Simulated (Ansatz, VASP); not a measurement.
**Two plane-wave programs on BaS**

```
Ba S
1.0
     0.00000    3.19375    2.93825
     3.19375    0.00000    2.93825
     3.19375    3.19375    0.00000
Ba S
1 1
Direct
  0.00000 0.00000 0.00000
  0.50000 0.50000 0.50000
```

Change from the starting cell: strain +0.000 along x and y, -0.080 along z, atoms carried along.

Alike in both runs: task single point; functional r2SCAN; k mesh 6 × 6 × 6; occupations gaussian, width 0.05 eV; no spin polarisation.

```csv
,VASP,Ansatz
version,VASP 6.6.1,Ansatz 0.2.0
potentials or method,"VASP PAW PBE potentials, release 64 (Ba_sv, S), cutoff 520 eV","scalar-relativistic, plane waves, PAW"
valence electrons in the cell,16,16
```

|  | VASP | Ansatz | Ansatz less VASP |
| --- | --- | --- | --- |
| gap on the k mesh at the Fermi level (eV) | 1.90 | 2.02 | +0.123 |
| least direct gap on the mesh (eV) | 2.04 | 2.13 | +0.088 |
| pressure (GPa) | 7.6 | 6.7 | -0.89 |
| traceless stress, the component that is largest in VASP (GPa) | 9.13 | 8.44 | -0.690 |

VASP's potentials were made for PBE, not for r2SCAN.

Neither program's run includes spin-orbit coupling.
